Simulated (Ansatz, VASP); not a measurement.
Two plane-wave programs on BN

```
CELL_PARAMETERS angstrom
0.00000 1.81300 1.95804
1.81300 0.00000 1.95804
1.81300 1.81300 0.00000
ATOMIC_POSITIONS crystal
B 0.00000 0.00000 0.00000
N 0.75000 0.75000 0.75000
```

Change from the starting cell: strain +0.000 along x and y, +0.080 along z, atoms carried along.

Alike in both runs: task single point; functional r2SCAN; k mesh 12 × 12 × 12; occupations gaussian, width 0.05 eV; no spin polarisation.

|  | VASP | Ansatz |
| --- | --- | --- |
| version | VASP 6.6.1 | Ansatz 0.2.0 |
| potentials or method | VASP PAW PBE potentials, release 64 (B, N), cutoff 520 eV | scalar-relativistic, plane waves, PAW |
| valence electrons in the cell | 8 | 8 |

|  | VASP | Ansatz | Ansatz less VASP |
| --- | --- | --- | --- |
| gap on the k mesh at the Fermi level (eV) | 4.20 | 4.22 | +0.016 |
| least direct gap on the mesh (eV) | 8.65 | 8.67 | +0.012 |
| pressure (GPa) | -29.2 | -29.9 | -0.78 |
| traceless stress, the component that is largest in VASP (GPa) | -33.45 | -33.53 | -0.078 |

VASP's potentials were made for PBE, not for r2SCAN. Both programs put the cell under strong tension, so it lies far from rest at this level. With one functional, cell and mesh, what is left measures potentials, basis and numerics.
